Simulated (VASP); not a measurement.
Here is a VASP 6.6.1 calculation.

File INCAR:

```
PREC = Accurate
ENCUT = 520
EDIFF = 1E-6
ISMEAR = 0
SIGMA = 0.1
LREAL = F
LASPH = T
NELM = 100
ALGO = Normal
ISIF = 2
LWAVE = F
LCHARG = F
GGA = PS
NBANDS = 12
```

Contents of KPOINTS:

```
Automatic mesh
0
Gamma
  26 26 26
```

The input POSCAR:

```
Cr
1.0
    0.0000000000      1.7891333671      1.7891333671
    1.7891333671      0.0000000000      1.7891333671
    1.7891333671      1.7891333671      0.0000000000
Cr
1
Direct
    0.0000000000      0.0000000000      0.0000000000
```

Potentials or basis: VASP PAW PBE potentials, release 64 (Cr_pv).

Run with:

```console
$ cat potpaw_PBE.64/Cr_pv/POTCAR > POTCAR
$ mpirun -np 1 vasp_std > vasp.out
```

Question: Estimate the pressure.

Answer: -0.5 GPa.

Question: What does it give for the band gap on the k mesh?

Answer: Zero (band 6 reaches 13.30 eV, above the bottom of band 7 at 10.23 eV).

Caveat: the PAW data sets were made with another functional, which shifts forces and pressure a little; the run has no spin polarisation, though such a crystal can be magnetic. Spin polarisation is off, so any magnetic state and its effect on volume and gap are missing.
